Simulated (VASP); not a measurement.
# Be2Cd2O (P-3m1) in VASP: a series of runs, part 2 of 3

VASP 6.6.1.

## (3) Single point, PBE

This run uses another cell than the first one, of 14.78 Å³/atom, 1.030 times its volume.

The input, INCAR:

```
SYSTEM = Be2Cd2O
ALGO = Normal ; EDIFF = 1E-6
ENCUT = 520 ; GGA = PE
ISIF = 2 ; ISMEAR = 0
LASPH = .TRUE. ; LCHARG = .FALSE.
LREAL = .FALSE. ; LWAVE = .FALSE.
NBANDS = 25 ; NELM = 60
PREC = Accurate ; SIGMA = 0.1
```

The input, KPOINTS:

```
k-points
0
G
  6 6 4
  0 0 0
```

The input, POSCAR:

```
Be2Cd2O
1.0
    3.6938945900      0.0000000000      0.0000000000
   -1.8469473000      3.1990065600      0.0000000000
    0.0000000000      0.0000000000      6.2534579500
Be Cd O
2 2 1
Direct
    0.3333333300      0.6666666700      0.6318000000
    0.6666666700      0.3333333300      0.3682000000
    0.3333333300      0.6666666700      0.2606000000
    0.6666666700      0.3333333300      0.7394000000
    0.0000000000      0.0000000000      0.0000000000
```

Potentials or basis: VASP PAW PBE potentials, release 64 (Be, Cd, O).

Started as:

```console
$ cat potpaw_PBE.64/Be/POTCAR potpaw_PBE.64/Cd/POTCAR potpaw_PBE.64/O/POTCAR > POTCAR
$ mpirun -np 1 vasp_std > vasp.out
```

OUTCAR:

```text
SYSTEM = Be2Cd2O
   EDIFF = 1E-6
   ENCUT = 520
   GGA = PE
   ISIF = 2
   ISMEAR = 0
   LASPH = .TRUE.
   LREAL = .FALSE.
   NELM = 60
   PREC = Accurate

 ion  position               nearest neighbor table
   1  0.333  0.667  0.632-   4 2.24   4 2.24   4 2.24   3 2.32
   2  0.667  0.333  0.368-   3 2.24   3 2.24   3 2.24   4 2.32
   3  0.333  0.667  0.261-   2 2.24   2 2.24   2 2.24   1 2.32   5 2.68   5 2.68   5 2.68   4 3.68
                             4 3.68   4 3.68
   4  0.667  0.333  0.739-   1 2.24   1 2.24   1 2.24   2 2.32   5 2.68   5 2.68   5 2.68   3 3.68
                             3 3.68   3 3.68
   5  0.000  0.000  0.000-   3 2.68   4 2.68   4 2.68   3 2.68   4 2.68   3 2.68

  LATTYP: Found a hexagonal cell.
 ALAT       =     3.6938945900
 C/A-ratio  =     1.6929172714

  Lattice vectors:

 A1 = (   3.6938945900,   0.0000000000,   0.0000000000)
 A2 = (  -1.8469473000,   3.1990065600,   0.0000000000)
 A3 = (   0.0000000000,   0.0000000000,   6.2534579500)

Analysis of symmetry for initial positions (statically):
=====================================================================
 Subroutine PRICEL returns:
 Original cell was already a primitive cell.

 Routine SETGRP: Setting up the symmetry group for a
 hexagonal supercell.

 Subroutine GETGRP returns: Found 12 space group operations
 (whereof 12 operations were pure point group operations)
 out of a pool of 24 trial point group operations.

The static configuration has the point symmetry D_3d.

Analysis of symmetry for dynamics (positions and initial velocities):
=====================================================================
 Subroutine PRICEL returns:
 Original cell was already a primitive cell.

 Routine SETGRP: Setting up the symmetry group for a
 hexagonal supercell.

 Subroutine GETGRP returns: Found 12 space group operations
 (whereof 12 operations were pure point group operations)
 out of a pool of 24 trial point group operations.

[... 125 lines left out ...]
     AMIX_MAG =   1.60;   BMIX_MAG =  1.00
  volume/ion in A,a.u.               =      14.78        99.73
  Fermi-wavevector in a.u.,A,eV,Ry     =   1.263847  2.388325 21.732713  1.597309
  Thomas-Fermi vector in A             =   2.397183
   LORBIT       =      0    0 simple, 1 ext, 2 COOP (PROOUT), +10 PAW based schemes
   GGA     = PE    functional components
   LHFCALC =     F    Hartree Fock is set to
   AEXX    =    0.0000 exact exchange contribution
   IVDW    =     0    specifies the selected vdW correction
   LEPSILON=     F    determine dielectric tensor
   LRPA    =     F    only Hartree local field effects (RPA)
 non-spin polarized calculation
 Gauss-broadening in eV      SIGMA  =   0.10
  energy-cutoff  :      520.00
  volume of cell :       73.90
 maximum number of plane-waves:      2012
   NGX = 13   NGY = 13   NGZ = 23

 number of electron      34.0000009 magnetization

 Free energy of the ion-electron system (eV)
  ---------------------------------------------------
  ext. energy  EPLUGINS =         0.00000000
  ---------------------------------------------------
  free energy    TOTEN  =       -10.43445325 eV

  energy without entropy =      -10.41953240  energy(sigma->0) =      -10.42699282

 E-fermi :   2.8873     XC(G=0): -10.4466

 val. band max:        2.8787415457   @ k =   0.3333   0.1667   0.0000
 cond. band min:       2.9019725353   @ k =   0.3333   0.0000   0.2500
 fundamental gap:      0.0232309896
 Fermi energy:         2.8872974659

 k-point     1 :       0.0000    0.0000    0.0000
  band No.  band energies     occupation
      1     -14.0252      2.00000
      2      -6.7677      2.00000
      3      -6.7085      2.00000
      4      -6.7085      2.00000
      5      -6.6731      2.00000
      6      -6.6639      2.00000
[... 661 lines left out ...]
     24      10.6621      0.00000
     25      13.0759      0.00000

------------------------ aborting loop because EDIFF is reached ----------------------------------------

  FORCE on cell =-STRESS in cart. coord.  units (eV):
  Direction    XX          YY          ZZ          XY          YZ          ZX
  --------------------------------------------------------------------------------------
  -------------------------------------------------------------------------------------
  Total        4.3879628      4.3879628      1.3281716     -0.0000000      0.0000000      0.0000000
  in kB       95.1379212     95.1379216     28.7968441     -0.0000001      0.0000000      0.0000000
  external PRESSURE =      73.0242290 kB  Pullay stress =       0.0000000 kB

 VOLUME and BASIS-vectors are now :
 -----------------------------------------------------------------------------
  energy-cutoff  :      520.00
  volume of cell :       73.90
      direct lattice vectors                 reciprocal lattice vectors
     3.693894590  0.000000000  0.000000000     0.270716983  0.156298523  0.000000000
    -1.846947300  3.199006560  0.000000000     0.000000000  0.312597046  0.000000000
     0.000000000  0.000000000  6.253457950     0.000000000  0.000000000  0.159911525

 POSITION                                       TOTAL-FORCE (eV/Angst)
 -----------------------------------------------------------------------------------
     -0.00000      2.13267      3.95093        -0.000000     -0.000000     -1.587162
      1.84695      1.06634      2.30252         0.000000      0.000000      1.587162
     -0.00000      2.13267      1.62965         0.000000     -0.000000     -3.646382
      1.84695      1.06634      4.62381        -0.000000      0.000000      3.646382
      0.00000      0.00000      0.00000         0.000000      0.000000      0.000000
 -----------------------------------------------------------------------------------
    total drift:                               -0.000000     -0.000000      0.000000

  FREE ENERGIE OF THE ION-ELECTRON SYSTEM (eV)
  ---------------------------------------------------
  free  energy   TOTEN  =       -10.4344532475 eV

  energy  without entropy=      -10.4195323987  energy(sigma->0) =      -10.42699282
```

OSZICAR:

```text
N       E                     dE             d eps       ncg     rms          rms(c)
DAV:   1     0.225369344759E+03    0.22537E+03   -0.17020E+04  1200   0.130E+03
DAV:   2    -0.319942897387E+01   -0.22857E+03   -0.21582E+03  1311   0.329E+02
DAV:   3    -0.133550788745E+02   -0.10156E+02   -0.98851E+01  1459   0.709E+01
DAV:   4    -0.134371907419E+02   -0.82112E-01   -0.81397E-01  1285   0.539E+00
DAV:   5    -0.134376231190E+02   -0.43238E-03   -0.43218E-03  1479   0.380E-01    0.109E+01
DAV:   6    -0.121924884833E+02    0.12451E+01   -0.14458E+01  1516   0.383E+01    0.148E+01
DAV:   7    -0.105253802700E+02    0.16671E+01   -0.74865E+00  1416   0.125E+01    0.474E+00
DAV:   8    -0.104506962535E+02    0.74684E-01   -0.56950E-01  1215   0.436E+00    0.270E+00
DAV:   9    -0.104410699563E+02    0.96263E-02   -0.58167E-02  1303   0.191E+00    0.724E-01
DAV:  10    -0.104342910803E+02    0.67789E-02   -0.10461E-02  1439   0.512E-01    0.168E-01
DAV:  11    -0.104345444572E+02   -0.25338E-03   -0.24375E-03  1225   0.275E-01    0.105E-01
DAV:  12    -0.104344510147E+02    0.93443E-04   -0.36637E-04  1302   0.115E-01    0.132E-02
DAV:  13    -0.104344535397E+02   -0.25250E-05   -0.24905E-05  1240   0.260E-02    0.561E-03
DAV:  14    -0.104344532475E+02    0.29224E-06   -0.11129E-06  1038   0.593E-03
   1 F= -.10434453E+02 E0= -.10426993E+02  d E =-.149208E-01
```

stdout:

```text
POSCAR found type information on POSCAR BeCdO
 POSCAR found :  3 types and       5 ions
 scaLAPACK will be used
 LDA part: xc-table for (Slater+PW92), standard interpolation
 POSCAR, INCAR and KPOINTS ok, starting setup
 FFT: planning ... GRIDC
 FFT: planning ... GRID_SOFT
 FFT: planning ... GRID
 WAVECAR not read
 entering main loop
```

Wall time 19 s (1 thread of Intel Xeon 6975P-C (Granite Rapids), shared host); peak memory 0.2 GiB.

What came out:

```yaml
Free_energy: -10.4345 eV
Pressure: 7.3 GPa
Largest_force: 3.646 eV/Å
Band_gap_on_the_k_mesh: zero (band 17 reaches 5.06 eV, above the bottom of band 18 at 2.50 eV)
```

Forces in eV/Å, atoms in the order of the input:
```
Be   0.000  0.000 -1.587
Be   0.000  0.000  1.587
Cd   0.000  0.000 -3.646
Cd   0.000  0.000  3.646
O    0.000  0.000  0.000
```

Caveat: forces of over 1 eV/Å act on the atoms, so gaps and moduli don't describe the material at rest.

## (4) Single point, PBE

The input, INCAR:

```
ALGO = Normal ; EDIFF = 1E-6
ENCUT = 520 ; GGA = PE
ISIF = 2 ; ISMEAR = 0
LASPH = True ; LCHARG = False
LREAL = False ; LWAVE = False
NBANDS = 25 ; NELM = 80
PREC = Accurate ; SIGMA = 0.1
```

The input, KPOINTS:

```
k-points
0
Gamma
  12 12 6
```

The input, POSCAR:

```
Be2Cd2O
1.0
    3.4139264805      0.0000000000      0.0000000000
   -1.7069632403      2.9565470587      0.0000000000
    0.0000000000      0.0000000000      7.1163944227
Be Cd O
2 2 1
Direct
    0.3333333333      0.6666666667      0.5579093400
    0.6666666667      0.3333333333      0.4420906600
    0.3333333333      0.6666666667      0.1968957455
    0.6666666667      0.3333333333      0.8031042545
    0.0000000000      0.0000000000      0.0000000000
```

Potentials or basis: VASP PAW PBE potentials, release 64 (Be, Cd, O).

Started as:

```console
$ cat potpaw_PBE.64/Be/POTCAR potpaw_PBE.64/Cd/POTCAR potpaw_PBE.64/O/POTCAR > POTCAR
$ mpirun -np 1 vasp_std > vasp.out
```

OUTCAR:

```text
EDIFF = 1E-6
   ENCUT = 520
   GGA = PE
   ISIF = 2
   ISMEAR = 0
   LASPH = True
   LREAL = False
   NELM = 80
   PREC = Accurate

 ion  position               nearest neighbor table
   1  0.333  0.667  0.558-   2 2.14   2 2.14   2 2.14   3 2.57   4 2.63   4 2.63   4 2.63
   2  0.667  0.333  0.442-   1 2.14   1 2.14   1 2.14   4 2.57   3 2.63   3 2.63   3 2.63
   3  0.333  0.667  0.197-   5 2.42   5 2.42   5 2.42   1 2.57   2 2.63   2 2.63   2 2.63   4 3.43
                             4 3.43   4 3.43
   4  0.667  0.333  0.803-   5 2.42   5 2.42   5 2.42   2 2.57   1 2.63   1 2.63   1 2.63   3 3.43
                             3 3.43   3 3.43
   5  0.000  0.000  0.000-   3 2.42   4 2.42   3 2.42   4 2.42   4 2.42   3 2.42

  LATTYP: Found a hexagonal cell.
 ALAT       =     3.4139264805
 C/A-ratio  =     2.0845189442

  Lattice vectors:

 A1 = (   3.4139264805,   0.0000000000,   0.0000000000)
 A2 = (  -1.7069632403,   2.9565470587,   0.0000000000)
 A3 = (   0.0000000000,   0.0000000000,   7.1163944227)

Analysis of symmetry for initial positions (statically):
=====================================================================
 Subroutine PRICEL returns:
 Original cell was already a primitive cell.
[... 181 lines left out ...]
 fundamental gap:      0.0068818824
 Fermi energy:         3.3339258023

 k-point     1 :       0.0000    0.0000    0.0000
  band No.  band energies     occupation
      1     -14.9107      2.00000
      2      -5.7884      2.00000
      3      -5.7025      2.00000
      4      -5.6046      2.00000
      5      -5.6046      2.00000
      6      -5.3646      2.00000
[... 661 lines left out ...]
     24      11.4837      0.00000
     25      12.5167      0.00000

 [... further k-points ...]

------------------------ aborting loop because EDIFF is reached ----------------------------------------

  FORCE on cell =-STRESS in cart. coord.  units (eV):
  Direction    XX          YY          ZZ          XY          YZ          ZX
  --------------------------------------------------------------------------------------
  -------------------------------------------------------------------------------------
  Total        0.2369829      0.2369829      0.2797541     -0.0000000     -0.0000000     -0.0000000
  in kB        5.2860184      5.2860184      6.2400494     -0.0000000     -0.0000000     -0.0000000
  external PRESSURE =       5.6040287 kB  Pullay stress =       0.0000000 kB

 VOLUME and BASIS-vectors are now :
 -----------------------------------------------------------------------------
  energy-cutoff  :      520.00
  volume of cell :       71.83
      direct lattice vectors                 reciprocal lattice vectors
     3.413926480  0.000000000  0.000000000     0.292917849  0.169116199  0.000000000
    -1.706963240  2.956547059  0.000000000     0.000000000  0.338232398  0.000000000
     0.000000000  0.000000000  7.116394423     0.000000000  0.000000000  0.140520598

 POSITION                                       TOTAL-FORCE (eV/Angst)
 -----------------------------------------------------------------------------------
     -0.00000      1.97103      3.97030        -0.000000      0.000000     -0.003107
      1.70696      0.98552      3.14609         0.000000     -0.000000      0.003107
     -0.00000      1.97103      1.40119        -0.000000      0.000000      0.045107
      1.70696      0.98552      5.71521         0.000000     -0.000000     -0.045107
      0.00000      0.00000      0.00000         0.000000      0.000000      0.000000
 -----------------------------------------------------------------------------------
    total drift:                                0.000000     -0.000000      0.000000

  FREE ENERGIE OF THE ION-ELECTRON SYSTEM (eV)
  ---------------------------------------------------
  free  energy   TOTEN  =       -13.6075580436 eV

  energy  without entropy=      -13.5961124455  energy(sigma->0) =      -13.60183524
```

OSZICAR:

```text
N       E                     dE             d eps       ncg     rms          rms(c)
DAV:   1     0.219023430691E+03    0.21902E+03   -0.16711E+04  5000   0.130E+03
DAV:   2    -0.617492194630E+01   -0.22520E+03   -0.21093E+03  5310   0.325E+02
DAV:   3    -0.164664502048E+02   -0.10292E+02   -0.10126E+02  6328   0.719E+01
DAV:   4    -0.165421929573E+02   -0.75743E-01   -0.75658E-01  5455   0.575E+00
DAV:   5    -0.165426005607E+02   -0.40760E-03   -0.40745E-03  6373   0.396E-01    0.106E+01
DAV:   6    -0.138749455256E+02    0.26677E+01   -0.87778E+00  6620   0.386E+01    0.992E+00
DAV:   7    -0.136403406721E+02    0.23460E+00   -0.22029E+00  6155   0.103E+01    0.556E+00
DAV:   8    -0.136153664978E+02    0.24974E-01   -0.17241E-01  5274   0.321E+00    0.236E+00
DAV:   9    -0.136074582942E+02    0.79082E-02   -0.25388E-02  6046   0.140E+00    0.208E-01
DAV:  10    -0.136076778087E+02   -0.21951E-03   -0.30895E-03  5460   0.379E-01    0.111E-01
DAV:  11    -0.136075518114E+02    0.12600E-03   -0.40428E-04  5986   0.140E-01    0.372E-02
DAV:  12    -0.136075583426E+02   -0.65312E-05   -0.67070E-05  5235   0.562E-02    0.105E-02
DAV:  13    -0.136075580436E+02    0.29900E-06   -0.33370E-06  5438   0.144E-02
   1 F= -.13607558E+02 E0= -.13601835E+02  d E =-.114456E-01
```

It took 66 s on 1 thread of Intel Xeon 6975P-C (Granite Rapids), shared host; peak memory 0.31 GiB.

What came out:

| Item | Value |
| --- | --- |
| Free energy | -13.6076 eV |
| Pressure | 0.6 GPa |
| Largest force | 0.045 eV/Å |
| Band gap on the k mesh | zero (band 17 reaches 4.83 eV, above the bottom of band 18 at 2.56 eV) |

Forces on the atoms (eV/Å):
```
Be   0.000  0.000 -0.003
Be   0.000  0.000  0.003
Cd   0.000  0.000  0.045
Cd   0.000  0.000 -0.045
O    0.000  0.000  0.000
```

Stress tensor (GPa, compression positive):
```
0.53 0.00 0.00
0.00 0.53 0.00
0.00 0.00 0.62
```

Levels at points of the mesh, in eV from the Fermi level:
| k point | band 14 | band 15 | band 16 | band 17 | band 18 | band 19 | band 20 | band 21 |
| --- | --- | --- | --- | --- | --- | --- | --- | --- |
| (0.00, 0.00, 0.00) | -2.37 | -2.31 | -2.31 | -1.73 | 3.29 | 3.29 | 4.68 | 6.50 |
| (0.50, 0.00, 0.00) | -3.93 | -3.89 | -2.88 | -1.58 | 1.19 | 1.23 | 2.52 | 3.90 |
| (0.00, 0.00, 0.50) | -3.94 | -2.32 | -2.32 | 0.96 | 1.46 | 3.36 | 3.36 | 7.31 |
| (0.50, 0.00, 0.50) | -4.43 | -2.83 | -2.82 | -0.51 | -0.29 | 1.03 | 2.61 | 5.20 |

(Continued in part 3 of 3.)
